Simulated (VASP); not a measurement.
Runs of VASP 6.6.1 on TiC. The structure is that of space group Fm-3m (No. 225), or close to it. The cells are those of the table. 

```tsv
cell	gap on the mesh (eV)	pressure (GPa)
a = 2.998 Å, angles 60.0°, 2 atoms	none	11.1
a = 3.040 Å, angles 60.0°, 2 atoms	none	(b)
a = 3.019 Å, angles 60.0°, 2 atoms	none	(a)
a = 3.029 Å, angles 60.0°, 2 atoms	none	1.9
a = 3.050 Å, angles 60.0°, 2 atoms	none	-3.4
a = 3.081 Å, angles 60.0°, 2 atoms	none	-10.5
```

Alike in all rows: task electric field gradients; level PBEsol; potentials or basis VASP PAW PBE potentials, release 64 (Ti_sv, C); no spin polarisation; k mesh 16 × 16 × 16; cutoff (eV) 520; smearing fermi-dirac 0.03 eV.

Fill in the values left out.

(a) 4.8; (b) -0.8.

Caveats: the PAW data sets were made with another functional, which shifts forces and pressure a little; the cell stands under pressure (at least some runs); the cell stands under tension (at least some runs).

A gap of «none» marks levels without a gap at the run's occupations.
